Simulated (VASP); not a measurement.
Set up this calculation in VASP 6.6.1, as the native input.

- Task: single point
- Functional: PBEsol
- Potentials or basis: VASP PAW PBE potentials, release 64 (Mn_pv)
- Cutoff: 520 eV
- k mesh: 28 × 28 × 28
- Occupations: gaussian, width 0.1 eV
- Spin: no spin polarisation
- Dipole correction: no
- Further INCAR settings: ALGO = Fast; EDIFF = 1e-07; NBANDS = 12

The structure of Mn lies in POSCAR:

```
Mn
1.0
   -1.3744546688      1.3744546688      1.3744546688
    1.3744546688     -1.3744546688      1.3744546688
    1.3744546688      1.3744546688     -1.3744546688
Mn
1
Direct
    0.0000000000      0.0000000000      0.0000000000
```

The input as run:

INCAR

```
ALGO = Fast
EDIFF = 1E-7
ENCUT = 520
GGA = PS
ISIF = 2
ISMEAR = 0
LASPH = True
LCHARG = False
LREAL = False
LWAVE = False
NBANDS = 12
NELM = 100
PREC = Accurate
SIGMA = 0.1
```

KPOINTS

```
k-points
0
Gamma
  28 28 28
```

Potentials or basis: VASP PAW PBE potentials, release 64 (Mn_pv).

Run with:

```sh
$ cat potpaw_PBE.64/Mn_pv/POTCAR > POTCAR
$ mpirun -np 1 vasp_std > vasp.out
```

It gave:

```json
{
  "Pressure": "-0.1 GPa"
}
```

Caveat: the PAW data sets were made with another functional, which shifts forces and pressure a little; the run has no spin polarisation, though such a crystal can be magnetic.

Run time: 46 s on 1 thread of Intel(R) Xeon(R) 6975P-C (Granite Rapids) (shared host), peak memory 0.19 GiB.
